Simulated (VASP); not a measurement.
Set up this calculation in VASP 6.6.1, as the native input.

```yaml
Task: single point
Functional: r2SCAN
Dispersion: D3(BJ)
Potentials_or_basis: VASP PAW PBE potentials, release 64 (O, C, H, S)
Cutoff: 520 eV
k_mesh: 1 × 1 × 1
Occupations: fermi-dirac, width 0.02 eV
Spin: no spin polarisation
Dipole_correction: no
Further_INCAR_settings: LREAL = Auto; ALGO = Normal; EDIFF = 1e-06; NBANDS = 109
```

The system is H4C5S3O7.

```
O C H S
1.0
     9.91596    0.00000    0.00000
     0.00000    9.91596    0.00000
     0.00000    0.00000    9.91596
O C H S
14 10 8 6
Direct
  0.14427 0.46471 0.66915
  0.09456 0.66948 0.59498
  0.59116 0.38671 0.36173
  0.47977 0.49127 0.18432
  0.56753 0.96868 0.79856
  0.61837 0.06906 0.60161
  0.21203 0.65155 0.23212
  0.16861 0.80204 0.07401
  0.76250 0.06814 0.34780
  0.43437 0.67789 0.97827
  0.03509 0.50555 0.95780
  0.05629 0.28162 0.45085
  0.43776 0.63188 0.52321
  0.40639 0.36585 0.83060
  0.14744 0.59688 0.67851
  0.51400 0.39564 0.25440
  0.54174 0.04998 0.69345
  0.13933 0.75157 0.18044
  0.82428 0.99750 0.41212
  0.52832 0.64649 0.92408
  0.96440 0.48888 0.05008
  0.08561 0.22756 0.35008
  0.40861 0.74028 0.49078
  0.32773 0.28492 0.85481
  0.08461 0.45378 0.59039
  0.20066 0.63860 0.76886
  0.61545 0.47809 0.39220
  0.48818 0.29216 0.22476
  0.65146 0.92426 0.77464
  0.43964 0.10075 0.70552
  0.29099 0.63654 0.17569
  0.04246 0.77413 0.23970
  0.91459 0.89839 0.49473
  0.66226 0.59787 0.85404
  0.86999 0.45424 0.16782
  0.15338 0.13860 0.23600
  0.38195 0.88938 0.44311
  0.22169 0.17555 0.89554
```

The input as run:

POSCAR

```
H4C5S3O7
1.0
    9.9159620000      0.0000000000      0.0000000000
    0.0000000000      9.9159620000      0.0000000000
    0.0000000000      0.0000000000      9.9159620000
O C H S
14 10 8 6
Direct
    0.1442724367      0.4647052903      0.6691534316
    0.0945647028      0.6694761436      0.5949800937
    0.5911579734      0.3867098321      0.3617299058
    0.4797719072      0.4912685224      0.1843189798
    0.5675294036      0.9686805980      0.7985609465
    0.6183666295      1.0690642017      0.6016057746
    0.2120318735      0.6515454577      0.2321206959
    0.1686069390      0.8020401853      0.0740119819
    0.7624978797      0.0681426573      0.3478028657
    0.4343703616      0.6778868253      0.9782711955
    1.0350886782      0.5055485287      0.9577991525
    0.0562930757      0.2816166500      0.4508488435
    0.4377588377      0.6318801948      0.5232069264
    0.4063851798      0.3658545686      0.8306001979
    0.1474390483      0.5968760268      0.6785120798
    0.5139995494      0.3956449208      0.2543979091
    0.5417426973      1.0499838543      0.6934475949
    0.1393309091      0.7515660104      0.1804363510
    0.8242770596     -0.0025010181      0.4121234027
    0.5283198947      0.6464929979      0.9240757478
    0.9644046639      0.4888784366      1.0500847018
    0.0856094447      0.2275623888      0.3500820193
    0.4086139096      0.7402811749      0.4907844544
    0.3277342128      0.2849244481      0.8548136832
    0.0846110544      0.4537835058      0.5903915324
    0.2006562752      0.6385966384      0.7688613571
    0.6154521367      0.4780877539      0.3921959362
    0.4881825888      0.2921552140      0.2247588282
    0.6514647797      0.9242572733      0.7746399190
    0.4396446860      1.1007504869      0.7055190409
    0.2909853830      0.6365393494      0.1756864337
    0.0424567984      0.7741255967      0.2397044281
    0.9145859978     -0.1016139433      0.4947275917
    0.6622554625      0.5978744170      0.8540371575
    0.8699912323      0.4542373196      1.1678241607
    0.1533789662      0.1386048071      0.2360033247
    0.3819498300      0.8893842070      0.4431138401
    0.2216930642      0.1755452471      0.8955359046
```

INCAR.step1

```
SYSTEM = H4C5S3O7
  PREC = Accurate
  ENCUT = 520
  ISMEAR = -1
  SIGMA = 0.02
  LREAL = Auto
  LASPH = .True.
  NELM = 60
  NBANDS = 109
  GGA = PE
  ALGO = Normal
  EDIFF = 1E-4
  LWAVE = .True.
  LCHARG = .False.
```

INCAR.step2

```
SYSTEM = H4C5S3O7
  PREC = Accurate
  ENCUT = 520
  EDIFF = 1E-6
  ISMEAR = -1
  SIGMA = 0.02
  LREAL = Auto
  LASPH = .True.
  NELM = 60
  ALGO = Normal
  ISIF = 2
  LWAVE = .False.
  LCHARG = .False.
  METAGGA = R2SCAN
  LMIXTAU = .True.
  IVDW = 12
  VDW_S6 = 1.0
  VDW_S8 = 0.78981345
  VDW_A1 = 0.49484001
  VDW_A2 = 5.73083694
  NBANDS = 109
  ISTART = 1
```

KPOINTS

```
Automatic mesh
0
Gamma
  1 1 1
  0 0 0
```

Potentials or basis: VASP PAW PBE potentials, release 64 (O, C, H, S).

Run with:

```bash
$ cat potpaw_PBE.64/O/POTCAR potpaw_PBE.64/C/POTCAR potpaw_PBE.64/H/POTCAR potpaw_PBE.64/S/POTCAR > POTCAR
$ cp INCAR.step1 INCAR
$ mpirun -np 1 vasp_gam > vasp.out
$ cp INCAR.step2 INCAR
$ mpirun -np 1 vasp_gam > vasp.out
```

It gave:

The pressure is 0.4 GPa, the largest force is 5.826 eV/Å and the band gap on the k mesh is 4.26 eV. The dispersion energy per atom is -0.024 eV.

Caveat: the k points lie up to 0.63 Å⁻¹ apart; the PAW data sets were made with another functional, which shifts forces and pressure a little.

It took 7.5 min on 1 thread of Intel(R) Xeon(R) 6975P-C (Granite Rapids), with other jobs on the host, peak memory 1.1 GiB.
